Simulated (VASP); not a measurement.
# Ti in VASP: single point with r2SCAN

Aim: the single point of Ti with r2SCAN.

All numbers are computed with VASP 6.6.1; they aren't measurements. Logs are shortened: lines on timing, memory, paths and dates and some standing lists are left out, and cuts for length are marked.

## Step 1: The cell of the first run

The typed cell holds 2 atoms: a = 2.914 Å, b = 4.089 Å, c = 2.914 Å, α = 90.00°, β = 90.09°, γ = 90.00°.

This isn't the form of Ti at room conditions, which is hcp.

## Step 2: Single point, r2SCAN

POSCAR

```
Ti
1.0
    0.0148461803     -2.9141552755      0.0022003103
   -4.0889703147     -0.0206084258      0.0194770458
   -0.0140751172      0.0021633359     -2.9142308759
Ti
2
Direct
    0.5000151063      0.5000072885      0.4999960105
   -0.0000151063     -0.0000072885      0.0000039895
```

INCAR.step1

```
SYSTEM = Ti
  PREC = Accurate
  ENCUT = 520
  ISMEAR = 0
  SIGMA = 0.15
  LREAL = .FALSE.
  LASPH = .TRUE.
  NELM = 100
  NBANDS = 19
  GGA = PE
  ALGO = Normal
  EDIFF = 1E-4
  LWAVE = .TRUE.
  LCHARG = .FALSE.
```

INCAR.step2

```
SYSTEM = Ti
  PREC = Accurate
  ENCUT = 520
  EDIFF = 1E-7
  ISMEAR = 0
  SIGMA = 0.15
  LREAL = .FALSE.
  LASPH = .TRUE.
  NELM = 100
  ALGO = Normal
  ISIF = 2
  LWAVE = .FALSE.
  LCHARG = .FALSE.
  METAGGA = R2SCAN
  LMIXTAU = .TRUE.
  NBANDS = 19
  ISTART = 1
```

KPOINTS

```
regular mesh
0
G
  10 10 10
  0 0 0
```

Potentials or basis: VASP PAW PBE potentials, release 64 (Ti_sv).

Run with:

```bash
cat potpaw_PBE.64/Ti_sv/POTCAR > POTCAR
cp INCAR.step1 INCAR
mpirun -np 1 vasp_std > vasp.out
cp INCAR.step2 INCAR
mpirun -np 1 vasp_std > vasp.out
```

OUTCAR:

```text
SYSTEM = Ti
   PREC = Accurate
   ENCUT = 520
   EDIFF = 1E-7
   ISMEAR = 0
   LREAL = .FALSE.
   LASPH = .TRUE.
   NELM = 100
   ISIF = 2
   METAGGA = R2SCAN
   ISTART = 1

 ion  position               nearest neighbor table
   1  0.500  0.500  0.500-   2 2.90   2 2.90   2 2.90   2 2.90   2 2.90   2 2.90   2 2.90   2 2.90

   2  1.000  1.000  0.000-   1 2.90   1 2.90   1 2.90   1 2.90   1 2.90   1 2.90   1 2.90   1 2.90

  LATTYP: Found a base centered monoclinic cell.
 ALAT       =     9.1590302012
 B/A-ratio  =     0.4496333988
 C/A-ratio  =     0.4464521401
 COS(beta)  =    -0.8928681237

  Lattice vectors:

 A1 = (   4.0741241344,   2.9347637013,  -0.0216773561)
 A2 = (   4.0748951975,   0.0227717617,  -2.9337079217)
 A3 = (  -4.0889703147,  -0.0206084258,   0.0194770458)

Analysis of symmetry for initial positions (statically):
=====================================================================
 Subroutine PRICEL returns:
 Original cell was already a primitive cell.

 Routine SETGRP: Setting up the symmetry group for a
 base centered monoclinic supercell.

 Subroutine GETGRP returns: Found  2 space group operations
 (whereof  1 operations were pure point group operations)
 out of a pool of  4 trial point group operations.

The static configuration has the point symmetry C_1 .
 The point group associated with its full space group is S_2 .

Analysis of symmetry for dynamics (positions and initial velocities):
=====================================================================
 Subroutine PRICEL returns:
 Original cell was already a primitive cell.

 Routine SETGRP: Setting up the symmetry group for a
 base centered monoclinic supercell.

 Subroutine GETGRP returns: Found  2 space group operations
 (whereof  1 operations were pure point group operations)
 out of a pool of  4 trial point group operations.

The dynamic configuration has the point symmetry C_1 .
 The point group associated with its full space group is S_2 .

 Subroutine INISYM returns: Found  2 space group operations
 (whereof  1 operations are pure point group operations),
 and found     1 'primitive' translations

----------------------------------------------------------------------------------------

                                     Primitive cell

  volume of cell :      34.7273

  direct lattice vectors                    reciprocal lattice vectors
     0.014846180 -2.914155276  0.002200310     0.001728194 -0.343144008 -0.000263075
    -4.088970315 -0.020608426  0.019477046    -0.244548451 -0.001244962  0.001180193
    -0.014075117  0.002163336 -2.914230876    -0.001633117 -0.000267402 -0.343136023

  length of vectors
     2.914193923  4.089068634  2.914265669     0.343148461  0.244554468  0.343140013

  position of ions in fractional coordinates (direct lattice)
     0.500015106  0.500007289  0.499996010
     0.999984894  0.999992711  0.000003990

  ion indices of the primitive-cell ions
   primitive index   ion index
                 1           1
                 2           2

----------------------------------------------------------------------------------------

 KPOINTS: regular mesh

Automatic generation of k-mesh.
 Grid dimensions read from file:
 generate k-points for:   10   10   10

 Generating k-lattice:

  Cartesian coordinates                     Fractional coordinates (reciprocal lattice)
     0.000172819 -0.034314401 -0.000026307     0.100000000  0.000000000  0.000000000
    -0.024454845 -0.000124496  0.000118019    -0.000000000  0.100000000  0.000000000
    -0.000163312 -0.000026740 -0.034313602    -0.000000000  0.000000000  0.100000000

  Length of vectors
     0.034314846  0.024455447  0.034314001

  Shift w.r.t. Gamma in fractional coordinates (k-lattice)
     0.000000000  0.000000000  0.000000000

 Subroutine IBZKPT returns following result:
 ===========================================

 Found    504 irreducible k-points:

 Following reciprocal coordinates:
            Coordinates               Weight
  0.000000  0.000000  0.000000      1.000000
  0.100000 -0.000000  0.000000      2.000000
  0.000000  0.000000  0.100000      2.000000
  0.200000 -0.000000  0.000000      2.000000
  0.000000  0.000000  0.200000      2.000000
  0.300000 -0.000000  0.000000      2.000000
[... 16 lines left out ...]
 -0.400000  0.100000 -0.000000      2.000000
 -0.000000 -0.100000 -0.400000      2.000000
 [... further k-points ...]
   k-points           NKPTS =    504   k-points in BZ     NKDIM =    504   number of bands    NBANDS=     19
   number of dos      NEDOS =    301   number of ions     NIONS =      2
   total plane-waves  NPLWV =  17280
   dimension x,y,z NGX =    24 NGY =   30 NGZ =   24
   dimension x,y,z NGXF=    48 NGYF=   60 NGZF=   48
   ions per type =               2
   NGX,Y,Z   is equivalent  to a cutoff of  13.69, 12.20, 13.69 a.u.
   NGXF,Y,Z  is equivalent  to a cutoff of  27.38, 24.39, 27.38 a.u.
 SYSTEM =  Ti
   PREC   = accura    normal or accurate (medium, high low for compatibility)
   ISTART =      1    job   : 0-new  1-cont  2-samecut
   ICHARG =      0    charge: 1-file 2-atom 10-const
   ISPIN  =      1    spin polarized calculation?
   LNONCOLLINEAR =      F non collinear calculations
   LSORBIT =      F    spin-orbit coupling
   LASPH  =      T    aspherical Exc in radial PAW
   ENCUT  =  520.0 eV  38.22 Ry    6.18 a.u.   5.42  7.60  5.42*2*pi/ulx,y,z
   NELM   =    100;   NELMIN=  2; NELMDL=  0     # of ELM steps
   EDIFF  = 0.1E-06   stopping-criterion for ELM
   LREAL  =      F    real-space projection
   EDIFFG = 0.1E-05   stopping-criterion for IOM
   NSW    =      0    number of steps for IOM
   IBRION =     -1    ionic relax: 0-MD 1-quasi-New 2-CG
   NFREE  =      0    steps in history (QN), initial steepest desc. (CG)
   ISIF   =      2    stress and relaxation
   ISYM   =      2    0-nonsym 1-usesym 2-fastsym
   POTIM  = 0.5000    time-step for ionic-motion
   TEBEG  =    0.0;   TEEND  =   0.0 temperature during run
   PSTRESS=    0.0 pullay stress
   NELECT =      24.0000    total number of electrons
   NUPDOWN=      -1.0000    fix difference up-down
   EMIN   =  10.00;   EMAX   =-10.00  energy-range for DOS
   EFERMI =   0.00;   METHOD = LEGACY
   ISMEAR =     0;   SIGMA  =   0.15  broadening in eV -4-tet -1-fermi 0-gaus
   EFERMI_NEDOS =   21; number of points for ismear=-14 and -15
   IALGO  =     38    algorithm
   IMIX   =      4    mixing-type and parameters
     AMIX     =   0.40;   BMIX     =  1.00
     AMIX_MAG =   1.60;   BMIX_MAG =  1.00
  volume/ion in A,a.u.               =      17.36       117.18
  Fermi-wavevector in a.u.,A,eV,Ry     =   1.447398  2.735186 28.503690  2.094962
  Thomas-Fermi vector in A             =   2.565358
   LORBIT       =      0    0 simple, 1 ext, 2 COOP (PROOUT), +10 PAW based schemes
   METAGGA = R2SCAN    functional components
   LHFCALC =     F    Hartree Fock is set to
   AEXX    =    0.0000 exact exchange contribution
   IVDW    =     0    specifies the selected vdW correction
   LEPSILON=     F    determine dielectric tensor
   LRPA    =     F    only Hartree local field effects (RPA)
 non-spin polarized calculation
 Gauss-broadening in eV      SIGMA  =   0.15
  energy-cutoff  :      520.00
  volume of cell :       34.73
 maximum number of plane-waves:       952
 NGX is ok and might be reduce to    24
   NGX = 11   NGY = 15   NGZ = 11

 number of electron      24.0000011 magnetization

 Free energy of the ion-electron system (eV)
  ---------------------------------------------------
  ext. energy  EPLUGINS =         0.00000000
  ---------------------------------------------------
  free energy    TOTEN  =       -25.77543790 eV

  energy without entropy =      -25.73923554  energy(sigma->0) =      -25.75733672

 E-fermi :   8.2318     XC(G=0): -12.4136

 val. band max:        8.2005604844   @ k =  -0.3000  -0.3000   0.3000
 cond. band min:       8.2389353619   @ k =   0.3000  -0.4000   0.2000
 fundamental gap:      0.0383748775
 Fermi energy:         8.2318022334

 k-point     1 :       0.0000    0.0000    0.0000
  band No.  band energies     occupation
      1     -50.8103      2.00000
      2     -50.6376      2.00000
      3     -26.2648      2.00000
      4     -25.8626      2.00000
      5     -25.8604      2.00000
      6     -25.6136      2.00000
[... 11 lines left out ...]
     18      12.1265      0.00000
     19      12.3005      0.00000

 k-point     2 :       0.1000   -0.0000    0.0000
  band No.  band energies     occupation
      1     -50.8023      2.00000
      2     -50.6377      2.00000
      3     -26.2455      2.00000
      4     -25.8911      2.00000
      5     -25.8524      2.00000
      6     -25.6557      2.00000
[... 11 lines left out ...]
     18      11.9037      0.00000
     19      12.2341      0.00000

 k-point     3 :       0.0000    0.0000    0.1000
  band No.  band energies     occupation
      1     -50.8023      2.00000
      2     -50.6377      2.00000
      3     -26.2455      2.00000
      4     -25.8912      2.00000
      5     -25.8524      2.00000
      6     -25.6557      2.00000
[... 11 lines left out ...]
     18      11.9037      0.00000
     19      12.2341      0.00000

 k-point     4 :       0.2000   -0.0000    0.0000
  band No.  band energies     occupation
      1     -50.7797      2.00000
      2     -50.6395      2.00000
      3     -26.1903      2.00000
      4     -25.9665      2.00000
      5     -25.8271      2.00000
      6     -25.7676      2.00000
[... 407 lines left out ...]
     18      11.0257      0.00000
     19      13.0551      0.00000

 k-point    23 :      -0.4000    0.1000   -0.0000
  band No.  band energies     occupation
      1     -50.7117      2.00000
      2     -50.6606      2.00000
      3     -26.1550      2.00000
      4     -26.0657      2.00000
      5     -25.9551      2.00000
      6     -25.7810      2.00000
[... 11 lines left out ...]
     18      11.4429      0.00000
     19      12.1950      0.00000

 k-point    24 :      -0.0000   -0.1000   -0.4000
  band No.  band energies     occupation
      1     -50.7118      2.00000
      2     -50.6606      2.00000
      3     -26.1550      2.00000
      4     -26.0656      2.00000
      5     -25.9551      2.00000
      6     -25.7810      2.00000
[... 11 lines left out ...]
     18      11.4430      0.00000
     19      12.1949      0.00000

 [... further k-points ...]

------------------------ aborting loop because EDIFF is reached ----------------------------------------

  FORCE on cell =-STRESS in cart. coord.  units (eV):
  Direction    XX          YY          ZZ          XY          YZ          ZX
  --------------------------------------------------------------------------------------
  -------------------------------------------------------------------------------------
  Total        0.0951308      0.0869853      0.0863104      0.0007556      0.0038634     -0.0009137
  in kB        4.3889451      4.0131472      3.9820073      0.0348609      0.1782395     -0.0421555
  external PRESSURE =       4.1280332 kB  Pullay stress =       0.0000000 kB

 VOLUME and BASIS-vectors are now :
 -----------------------------------------------------------------------------
  energy-cutoff  :      520.00
  volume of cell :       34.73
      direct lattice vectors                 reciprocal lattice vectors
     0.014846180 -2.914155276  0.002200310     0.001728194 -0.343144008 -0.000263075
    -4.088970315 -0.020608426  0.019477046    -0.244548451 -0.001244962  0.001180193
    -0.014075117  0.002163336 -2.914230876    -0.001633117 -0.000267402 -0.343136023

 POSITION                                       TOTAL-FORCE (eV/Angst)
 -----------------------------------------------------------------------------------
     -2.04413     -1.46634     -1.44626         0.000246      0.000268     -0.000070
     -4.07409     -2.93472      0.02167        -0.000246     -0.000268      0.000070
 -----------------------------------------------------------------------------------
    total drift:                               -0.000000     -0.000000      0.000000

  FREE ENERGIE OF THE ION-ELECTRON SYSTEM (eV)
  ---------------------------------------------------
  free  energy   TOTEN  =       -25.7754378988 eV

  energy  without entropy=      -25.7392355438  energy(sigma->0) =      -25.75733672
```

Run time: 20 min. Hardware: 1 thread of Intel Xeon 8259CL, shared host; peak memory 0.37 GiB.

Results:

```
Free energy            : -25.7754 eV
Pressure               : 0.4 GPa
Band gap on the k mesh : zero (bands 12 and 13 overlap by 1.40 eV)
```

Levels at points of the mesh, in eV from the Fermi level:
| k point | band 9 | band 10 | band 11 | band 12 | band 13 | band 14 | band 15 | band 16 |
| --- | --- | --- | --- | --- | --- | --- | --- | --- |
| (0.00, 0.00, 0.00) | -6.47 | -2.65 | -1.79 | 0.98 | 0.99 | 1.05 | 2.77 | 2.84 |
| (0.50, 0.00, 0.00) | -2.33 | -2.33 | -0.31 | -0.31 | 0.08 | 0.08 | 1.93 | 1.93 |
| (0.00, 0.00, 0.50) | -2.33 | -2.33 | -0.31 | -0.31 | 0.08 | 0.08 | 1.93 | 1.93 |
| (0.00, 0.50, 0.00) | -4.05 | -4.05 | -0.55 | -0.55 | 1.41 | 1.42 | 2.16 | 2.16 |
| (0.50, 0.50, 0.00) | -2.70 | -2.70 | 0.45 | 0.45 | 0.90 | 0.90 | 0.97 | 0.97 |
| (0.00, 0.50, 0.50) | -2.70 | -2.70 | 0.45 | 0.45 | 0.90 | 0.90 | 0.97 | 0.97 |
| (0.50, 0.00, 0.50) | -2.65 | -2.65 | -1.77 | -1.76 | 2.74 | 2.78 | 3.90 | 3.90 |
| (0.50, 0.50, 0.50) | -1.54 | -1.54 | -0.43 | -0.43 | -0.42 | -0.42 | 2.41 | 2.41 |

Caveat: the PAW data sets were made with another functional, which shifts forces and pressure a little.

The gap in the log of VASP goes by the Fermi energy; the results here count the filled bands.